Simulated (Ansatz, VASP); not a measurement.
## BN in VASP and in Ansatz

The input INCAR:

```
SYSTEM = BN
PREC = Accurate
ENCUT = 520
EDIFF = 1E-6
ISMEAR = 0
SIGMA = 0.05
LREAL = .False.
LASPH = .True.
NELM = 80
ALGO = Normal
ISIF = 2
LWAVE = .False.
LCHARG = .True.
GGA = PE
LELF = .True.
LVHAR = .True.
NBANDS = 11
```

File KPOINTS:

```
regular mesh
0
Gamma
  12 12 12
  0 0 0
```

The input POSCAR:

```
BN
1.0
   -0.2718590671      1.7489599984      1.8123937807
    1.8123937807     -0.2718590671      1.8123937807
    1.5405347136      1.4771009313      0.0000000000
B N
1 1
Direct
    0.0000000000      0.0000000000      0.0000000000
    0.7500000000      0.7500000000      0.7500000000
```

Input for Ansatz:

```yaml
crystal:
  lattice:
    - [-0.2718590671, 1.7489599984, 1.8123937807]
    - [1.8123937807, -0.2718590671, 1.8123937807]
    - [1.5405347136, 1.4771009313, 0.0]
  atoms:
    - { symbol: B, position: [0.0, 0.0, 0.0] }
    - { symbol: "N", position: [0.75, 0.75, 0.75] }
basis:
  ecutwfc: 520.0
kpoints:
  mp_grid: { grid: [12, 12, 12] }
hamiltonian:
  xc: pbe
scf:
  occupations: { method: gaussian, width: 0.05 }
output:
  forces: true
  stress: true
  eigenvalues: true
```

Change from the starting cell: engineering shear strain xz -0.3000, normal strain along z -0.0350.

Alike in both runs: task single point; functional PBE; k mesh 12 × 12 × 12; occupations gaussian, width 0.05 eV; no spin polarisation.

|  | VASP | Ansatz |
| --- | --- | --- |
| version | VASP 6.6.1 | Ansatz 0.2.0 |
| potentials or method | VASP PAW PBE potentials, release 64 (B, N), cutoff 520 eV | scalar-relativistic, plane waves, PAW |
| valence electrons in the cell | 8 | 8 |

VASP gave:

* gap on the k mesh at the Fermi level (eV): 0.26
* least direct gap on the mesh (eV): 2.55
* pressure (GPa): 63.0
* traceless stress, the component that is largest in VASP (GPa): 167.18
* rms of the force components (eV/Å): 0.867

Question: Which values does Ansatz return?

Answer: gap on the k mesh at the Fermi level (eV): 0.27; least direct gap on the mesh (eV): 2.55; pressure (GPa): 62.5; traceless stress, the component that is largest in VASP (GPa): 166.42; rms of the force components (eV/Å): 0.843.

Atom by atom the forces differ by 0.024 eV/Å (rms over components). Both programs put the cell under a high pressure, so it lies far from rest at this level.

Noted on VASP's run: the cell as given lies far from equilibrium.
